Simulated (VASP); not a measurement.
Here is a VASP 6.6.1 calculation.

The input INCAR:

```
ALGO = Fast
EDIFF = 1E-6
ENCUT = 520
GGA = PE
ISIF = 2
ISMEAR = 0
ISPIN = 2
LASPH = T
LCHARG = F
LMAXMIX = 4
LORBIT = 11
LREAL = F
LWAVE = F
MAGMOM = 1.84 1.84
NBANDS = 20
NELM = 150
PREC = Accurate
SIGMA = 0.15
```

Contents of KPOINTS:

```
k-points
0
Gamma
  18 18 8
```

File POSCAR:

```
Co
1.0
    2.4922475268      0.0000000000      0.0000000000
   -1.2461237634      2.1583496707      0.0000000000
    0.0000000000      0.0000000000      4.0333868621
Co
2
Direct
    0.3333333333      0.6666666667      0.2500000000
    0.6666666667      0.3333333333      0.7500000000
```

Potentials or basis: VASP PAW PBE potentials, release 64 (Co).

Launch:

```console
$ cat potpaw_PBE.64/Co/POTCAR > POTCAR
$ mpirun -np 1 vasp_std > vasp.out
```

Question: What does it give for the pressure?

Answer: -0.6 GPa.

Question: Estimate the net moment.

Answer: 3.19 μB per cell.
